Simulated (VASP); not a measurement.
Write the native input for VASP 6.6.1 that does the following.

- Task: single point
- Functional: PBE
- Potentials or basis: VASP PAW PBE potentials, release 64 (Se)
- Cutoff: 520 eV
- k mesh: 8 × 8 × 8
- Occupations: gaussian, width 0.1 eV
- Spin: no spin polarisation
- Dipole correction: no
- Further INCAR settings: ALGO = Normal; EDIFF = 1e-07; NBANDS = 9

The structure of Se lies in POSCAR:

```
Se
1.0
   -1.3237356188      1.3237356188      4.6225080090
    1.3237356188     -1.3237356188      4.6225080090
    1.3237356188      1.3237356188     -4.6225080090
Se
1
Direct
    0.0000000000      0.0000000000      0.0000000000
```

The input as run:

INCAR

```
PREC = Accurate
ENCUT = 520
EDIFF = 1E-7
ISMEAR = 0
SIGMA = 0.1
LREAL = False
LASPH = True
NELM = 60
ALGO = Normal
ISIF = 2
LWAVE = False
LCHARG = False
GGA = PE
NBANDS = 9
```

KPOINTS

```
Automatic mesh
0
Gamma
  8 8 8
```

Potentials or basis: VASP PAW PBE potentials, release 64 (Se).

Launch:

```sh
$ cat potpaw_PBE.64/Se/POTCAR > POTCAR
$ mpirun -np 1 vasp_std > vasp.out
```

It gave:

```
Pressure               : 0.0 GPa
Band gap on the k mesh : zero (bands 3 and 4 overlap by 4.76 eV)
```

Run time: 17 s on 1 thread of Intel(R) Xeon(R) 6975P-C (Granite Rapids), with other jobs on the host, peak memory 0.22 GiB.
